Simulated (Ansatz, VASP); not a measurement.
## One calculation of Ta, two programs

```
CELL_PARAMETERS angstrom
-1.58105 1.58105 1.83591
1.58105 -1.58105 1.83591
1.58105 1.58105 -1.83591
ATOMIC_POSITIONS crystal
Ta 0.00000 0.00000 0.00000
```

Alike in both runs: task single point; functional PBEsol; k mesh 22 × 22 × 22; occupations gaussian, width 0.15 eV; no spin polarisation; Hubbard terms Ta d U = 8.0 eV.

|  | VASP | Ansatz |
| --- | --- | --- |
| version | VASP 6.6.1 | Ansatz 0.2.0 |
| potentials or method | VASP PAW PBE potentials, release 64 (Ta_pv) | scalar-relativistic, plane waves, PAW |
| plane-wave cutoff (eV) | 520 | 420 |
| valence electrons in the cell | 11 | 13 |

|  | VASP | Ansatz | Ansatz less VASP |
| --- | --- | --- | --- |
| gap on the k mesh at the Fermi level (eV) | none | none | - |
| pressure (GPa) | 25.0 | 7.0 | -18.02 |
| traceless stress, the component that is largest in VASP (GPa) | -3.68 | -7.43 | -3.751 |

VASP's potentials were made for PBE, not for PBEsol, and Ansatz warns of the same on its side. The programs project onto different local orbitals, so the same U acts differently, and such runs can settle in different states. A gap of «none» marks a metal or a gap that the smearing closes. VASP's potentials hold 11 valence electrons a cell and Ansatz's 13, so a difference there can come from the potentials and not from the codes. Ansatz's warnings: filled band counts differ across k points.

Spin-orbit coupling is off throughout.
